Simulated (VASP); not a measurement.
Runs of VASP 6.6.1 on CaSe. The structure is that of space group Fm-3m (No. 225), or close to it. The cells are those of the table. 

```tsv
task	cell	k mesh	cutoff (eV)	smearing	gap on the mesh (eV)	pressure (GPa)
single point	a = 4.213 Å, angles 60.0°, 2 atoms	8 × 8 × 8	520	gaussian 0.02 eV	2.07	(b)
relaxation of cell and atoms	relaxed from a = 4.213 Å, angles 60.0°, 2 atoms	8 × 8 × 8	600	gaussian 0.01 eV	2.08	0.0
single point	a = 4.180 Å, angles 60.0°, 2 atoms	6 × 6 × 6	520	gaussian 0.1 eV	2.02	1.4
single point	a = 4.213 Å, angles 60.0°, 2 atoms	8 × 8 × 8	520	gaussian 0.01 eV	2.07	(a)
```

Alike in all rows: level PBE; potentials or basis VASP PAW PBE potentials, release 64 (Ca_sv, Se); no spin polarisation.

Task: Estimate the missing entries.

Result: (a) 0.2; (b) 0.1.

A k mesh can miss the band edges, and the runs leave out spin-orbit coupling on Se.
